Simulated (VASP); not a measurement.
# AlGa3N2 (P6/mmm) in VASP: a series of runs, part 2 of 2

VASP 6.6.1. Earlier steps stand in the parts before.

### 3 Single point, PBE, collinear spin, ferromagnetic start

The input, INCAR:

```
SYSTEM = AlGa3N2
PREC = Accurate
ENCUT = 520
EDIFF = 1E-6
ISMEAR = 0
SIGMA = 0.1
LREAL = .FALSE.
LASPH = .TRUE.
NELM = 150
ALGO = Normal
ISIF = 2
LWAVE = .FALSE.
LCHARG = .TRUE.
ISPIN = 2
MAGMOM = 0 0 0 0 1 1
LORBIT = 11
GGA = PE
LELF = .TRUE.
LVHAR = .TRUE.
NBANDS = 39
```

The input, KPOINTS:

```
regular mesh
0
G
  6 6 4
  0 0 0
```

The input, POSCAR:

```
AlGa3N2
1.0
    5.7551850138      0.0000000000      0.0000000000
   -2.8775925069      4.9841364254      0.0000000000
    0.0000000000      0.0000000000      2.8358519881
Al Ga N
1 3 2
Direct
    0.0000000000      0.0000000000      0.0000000000
    0.5000000000      0.5000000000      0.5000000000
    0.5000000000      0.0000000000      0.5000000000
    0.0000000000      0.5000000000      0.5000000000
    0.6666666667      0.3333333333      0.0000000000
    0.3333333333      0.6666666667      0.0000000000
```

Potentials or basis: VASP PAW PBE potentials, release 64 (Al, Ga_d, N).

Started as:

```sh
$ cat potpaw_PBE.64/Al/POTCAR potpaw_PBE.64/Ga_d/POTCAR potpaw_PBE.64/N/POTCAR > POTCAR
$ mpirun -np 1 vasp_std > vasp.out
```

OUTCAR:

```text
SYSTEM = AlGa3N2
   PREC = Accurate
   ENCUT = 520
   EDIFF = 1E-6
   ISMEAR = 0
   LREAL = .FALSE.
   LASPH = .TRUE.
   NELM = 150
   ISIF = 2
   ISPIN = 2
   LORBIT = 11
   GGA = PE

 ion  position               nearest neighbor table
   1  0.000  0.000  0.000-
   2  0.500  0.500  0.500-   5 2.18   6 2.18   5 2.18   6 2.18   3 2.88   3 2.88   4 2.88   4 2.88

   3  0.500  0.000  0.500-   5 2.18   6 2.18   5 2.18   6 2.18   2 2.88   4 2.88   2 2.88   4 2.88

   4  0.000  0.500  0.500-   5 2.18   6 2.18   5 2.18   6 2.18   3 2.88   3 2.88   2 2.88   2 2.88

   5  0.667  0.333  0.000-   3 2.18   3 2.18   4 2.18   4 2.18   2 2.18   2 2.18
   6  0.333  0.667  0.000-   3 2.18   3 2.18   4 2.18   4 2.18   2 2.18   2 2.18

  LATTYP: Found a hexagonal cell.
[... 1960 lines left out ...]
      0.00000      0.00000      0.00000        -0.000000      0.000000     -0.000000
      1.43880      2.49207      1.41793        -0.000000      0.000000     -0.000000
      2.87759      0.00000      1.41793        -0.000000      0.000000     -0.000000
     -1.43880      2.49207      1.41793         0.000000      0.000000     -0.000000
      2.87759      1.66138      0.00000        -0.000000      0.000000      0.000000
     -0.00000      3.32276      0.00000        -0.000000      0.000000     -0.000000
 -----------------------------------------------------------------------------------
    total drift:                               -0.000000      0.000000     -0.000000

  FREE ENERGIE OF THE ION-ELECTRON SYSTEM (eV)
  ---------------------------------------------------
  free  energy   TOTEN  =       -25.8727314183 eV

  energy  without entropy=      -25.8606747600  energy(sigma->0) =      -25.86670309

 total charge

# of ion       s       p       d       tot
------------------------------------------
    1        0.500   0.256   0.000   0.755
    2        0.845   0.614  10.077  11.536
    3        0.845   0.614  10.077  11.536
    4        0.845   0.614  10.077  11.536
    5        1.295   2.325   0.000   3.620
    6        1.295   2.325   0.000   3.620
--------------------------------------------------
tot          5.625   6.749  30.231  42.605

 magnetization (x)

# of ion       s       p       d       tot
------------------------------------------
    1        0.000   0.000   0.000   0.000
    2       -0.000  -0.000  -0.000  -0.000
    3       -0.000  -0.000  -0.000  -0.000
    4       -0.000  -0.000  -0.000  -0.000
    5        0.000   0.000   0.000   0.000
    6        0.000   0.000   0.000   0.000
--------------------------------------------------
tot          0.000   0.000  -0.000   0.000
```

stdout:

```text
POSCAR found type information on POSCAR AlGaN
 POSCAR found :  3 types and       6 ions
 scaLAPACK will be used
 LDA part: xc-table for (Slater+PW92), standard interpolation
 POSCAR, INCAR and KPOINTS ok, starting setup
 FFT: planning ... GRIDC
 FFT: planning ... GRID_SOFT
 FFT: planning ... GRID
 WAVECAR not read
 entering main loop
```

It took 3.3 min on 1 thread of Intel Xeon 8259CL, shared host; peak memory 0.32 GiB.

Results:

| Property | Result |
| --- | --- |
| Free energy | -25.8727 eV |
| Pressure | 0.5 GPa |
| Band gap on the k mesh | zero (filled and empty bands overlap) |
| Net moment | 0.00 μB per cell |
| Valence electrons inside the program's atomic spheres | Al 0.76; Ga 11.54; N 3.62 |

Levels at points of the mesh, in eV from the Fermi level:
Spin up:
```tsv
k point	band 23	band 24	band 25	band 26	band 27	band 28	band 29	band 30
(0.00, 0.00, 0.00)	-2.31	-1.05	-0.67	-0.67	-0.38	3.49	3.49	4.43
(0.50, 0.00, 0.00)	-1.91	-1.60	-1.50	-0.96	-0.16	2.84	3.19	3.97
(0.00, 0.00, 0.50)	-2.45	-2.00	-1.58	-1.58	-1.48	-0.18	-0.18	3.25
(0.50, 0.00, 0.50)	-3.35	-2.53	-2.07	-0.63	0.73	1.47	2.04	3.46
```
Spin down:
```tsv
k point	band 22	band 23	band 24	band 25	band 26	band 27	band 28	band 29	band 30	band 31
(0.00, 0.00, 0.00)	-5.67	-2.31	-1.05	-0.67	-0.67	-0.38	3.49	3.49	4.43	6.30
(0.50, 0.00, 0.00)	-4.14	-1.91	-1.60	-1.50	-0.96	-0.16	2.84	3.19	3.97	4.04
(0.00, 0.00, 0.50)	-2.45	-2.45	-2.00	-1.58	-1.58	-1.48	-0.18	-0.18	3.25	3.25
(0.50, 0.00, 0.50)	-3.39	-3.35	-2.53	-2.07	-0.63	0.73	1.47	2.04	3.46	3.73
```

Caveat: the k points lie up to 0.55 Å⁻¹ apart.

### 4 Single point, PBE, collinear spin, ferromagnetic start

This run uses another cell than the first one, of 15.47 Å³/atom, 1.141 times its volume.

The input, INCAR:

```
PREC = Accurate
ENCUT = 520
EDIFF = 1E-6
ISMEAR = 0
SIGMA = 0.1
LREAL = False
LASPH = True
NELM = 150
ALGO = Normal
ISIF = 2
LWAVE = False
LCHARG = False
ISPIN = 2
MAGMOM = 0 0 0 0 1 1
LORBIT = 11
GGA = PE
NBANDS = 39
```

The input, KPOINTS:

```
regular mesh
0
Gamma
  6 6 4
```

The input, POSCAR:

```
AlGa3N2
1.0
    5.0884680400      0.0000000000      0.0000000000
   -2.5442340200      4.4067425900      0.0000000000
    0.0000000000      0.0000000000      4.1396270800
Al Ga N
1 3 2
Direct
    0.0000000000      0.0000000000      0.0000000000
    0.5000000000      0.5000000000      0.5000000000
    0.5000000000      0.0000000000      0.5000000000
    0.0000000000      0.5000000000      0.5000000000
    0.6666666700      0.3333333300      0.0000000000
    0.3333333300      0.6666666700      0.0000000000
```

Started as:

```sh
$ cat potpaw_PBE.64/Al/POTCAR potpaw_PBE.64/Ga_d/POTCAR potpaw_PBE.64/N/POTCAR > POTCAR
$ mpirun -np 1 vasp_std > vasp.out
```

Wall time 3.7 min (1 thread of Intel Xeon 8259CL, shared host); peak memory 0.32 GiB.

Results (log left out):

```
Free energy                                           : -22.1253 eV
Pressure                                              : -4.8 GPa
Net moment                                            : 1.19 μB per cell
Site moments                                          : Al +0.04; Ga -0.01; N +0.43 μB
Valence electrons inside the program's atomic spheres : Al 0.68; Ga 11.56; N 3.42
```

Stress tensor (GPa, compression positive):
```
  2.97   0.00   0.00
  0.00   2.97   0.00
  0.00   0.00 -20.30
```

Levels at points of the mesh, in eV from the Fermi level:
Spin up:
| k point | band 25 | band 26 | band 27 | band 28 | band 29 | band 30 |
| --- | --- | --- | --- | --- | --- | --- |
| (0.00, 0.00, 0.00) | -1.79 | -1.75 | 1.13 | 1.13 | 1.52 | 1.52 |
| (0.50, 0.00, 0.00) | -1.05 | -1.04 | 0.36 | 1.74 | 2.29 | 3.44 |
| (0.00, 0.00, 0.50) | -1.50 | -1.50 | -0.79 | -0.79 | -0.40 | 2.44 |
| (0.50, 0.00, 0.50) | -0.70 | -0.18 | 0.53 | 1.58 | 2.60 | 4.30 |
Spin down:
```csv
k point,band 23,band 24,band 25,band 26,band 27,band 28
"(0.00, 0.00, 0.00)",-2.90,-2.18,-1.68,-1.25,1.77,1.77
"(0.50, 0.00, 0.00)",-2.40,-0.67,-0.35,-0.26,0.88,1.77
"(0.00, 0.00, 0.50)",-1.53,-1.53,-1.07,-1.07,-0.82,-0.82
"(0.50, 0.00, 0.50)",-3.17,-1.15,0.21,0.41,1.01,2.01
```

Caveat: the k points lie up to 0.38 Å⁻¹ apart.

### 5 The runs side by side

| task | spin | cell | k mesh | cutoff (eV) | gap on the mesh (eV) | pressure (GPa) | moment (μB) |
| --- | --- | --- | --- | --- | --- | --- | --- |
| relaxation of cell and atoms | off | relaxed from a = 5.755, b = 5.755, c = 2.836 Å, angles 90.0, 90.0, 120.0°, 6 atoms | 6 × 6 × 6 | 600 | none | -0.2 | - |
| single point | collinear, ferromagnetic start | a = 5.755, b = 5.755, c = 2.836 Å, angles 90.0, 90.0, 120.0°, 6 atoms | 6 × 6 × 4 | 520 | none | 0.5 | 0.00 |
| single point | collinear, ferromagnetic start | a = 5.088, b = 5.088, c = 4.140 Å, angles 90.0, 90.0, 120.0°, 6 atoms | 6 × 6 × 4 | 520 | none | -4.8 | 1.19 |

Alike in all rows: level PBE; potentials or basis VASP PAW PBE potentials, release 64 (Al, Ga_d, N); smearing gaussian 0.1 eV.

Caveats: all runs use coarse meshes.

Total energies depend on the potentials used, so only differences within one code and one set of settings carry meaning.
